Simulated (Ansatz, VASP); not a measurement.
# TiAl: VASP beside Ansatz

INCAR

```
ALGO = Fast
EDIFF = 1E-7
ENCUT = 520
GGA = PS
ISIF = 2
ISMEAR = 0
LASPH = True
LCHARG = False
LREAL = False
LWAVE = False
NBANDS = 14
NELM = 100
PREC = Accurate
SIGMA = 0.1
```

File KPOINTS:

```
k-points
0
Gamma
  18 18 14
```

The input POSCAR:

```
TiAl
1.0
    2.7946360195      0.0000000000      0.0000000000
    0.0000000000      2.7946360195      0.0000000000
    0.2424682192      0.0000000000      4.0411369870
Ti Al
1 1
Direct
    0.5000000000      0.5000000000      0.5000000000
    0.0000000000      0.0000000000      0.0000000000
```

Input for Ansatz:

```yaml
crystal:
  lattice:
    - [2.7946360195, 0.0, 0.0]
    - [0.0, 2.7946360195, 0.0]
    - [0.2424682192, 0.0, 4.041136987]
  atoms:
    - { symbol: Ti, position: [0.5, 0.5, 0.5] }
    - { symbol: Al, position: [0.0, 0.0, 0.0] }
basis:
  ecutwfc: 420
kpoints:
  mp_grid: { grid: [18, 18, 14] }
hamiltonian:
  xc: pbesol
scf:
  occupations: { method: gaussian, width: 0.1 }
output:
  forces: true
  stress: true
  eigenvalues: true
  write_density: true
  write_potential: true
  elf: true
  volumetric_format: npy
```

Change from the starting cell: shear of c along a, cell held, atoms relaxed: +6.0 %.

Alike in both runs: task single point; functional PBEsol; k mesh 18 × 18 × 14; occupations gaussian, width 0.1 eV; no spin polarisation.

|  | VASP | Ansatz |
| --- | --- | --- |
| version | VASP 6.6.1 | Ansatz 0.2.0 |
| potentials or method | VASP PAW PBE potentials, release 64 (Ti_sv, Al), cutoff 520 eV | scalar-relativistic, plane waves, PAW |
| valence electrons in the cell | 15 | 15 |

```tsv
	VASP	Ansatz	Ansatz less VASP
gap on the k mesh at the Fermi level (eV)	none	none	-
pressure (GPa)	0.4	0.4	0.00
traceless stress, the component that is largest in VASP (GPa)	-7.12	-7.12	+0.001
```

VASP's potentials were made for PBE, not for PBEsol. A gap of «none» marks a metal or a gap that the smearing closes. With one functional, cell and mesh, what is left measures potentials, basis and numerics.
